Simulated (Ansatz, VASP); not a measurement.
Two plane-wave programs on TiAl

```
CELL_PARAMETERS angstrom
3.26571 0.00000 0.00000
0.00000 3.26571 0.00000
0.00000 0.00000 3.26571
ATOMIC_POSITIONS crystal
Ti 0.50000 0.50000 0.50000
Al 0.00000 0.00000 0.00000
```

Alike in both runs: task relaxation of cell and atoms; functional PBEsol; k mesh 6 × 6 × 6; occupations gaussian, width 0.1 eV; no spin polarisation.

```csv
,VASP,Ansatz
version,VASP 6.6.1,Ansatz 0.2.0
potentials or method,"VASP PAW PBE potentials, release 64 (Ti_sv, Al), cutoff 500 eV","scalar-relativistic, plane waves, PAW"
valence electrons in the cell,15,15
```

|  | VASP | Ansatz | Ansatz less VASP |
| --- | --- | --- | --- |
| gap on the k mesh at the Fermi level, each at its own relaxed structure (eV) | none | none | - |
| relaxed volume (Å³/atom) | 15.71 | 15.70 | -0.002 |
| relaxed cell length with the largest relative difference (Å) | 3.155 | 3.155 | -0.0001 |

VASP's potentials were made for PBE, not for PBEsol. A gap of «none» marks a metal or a gap that the smearing closes.
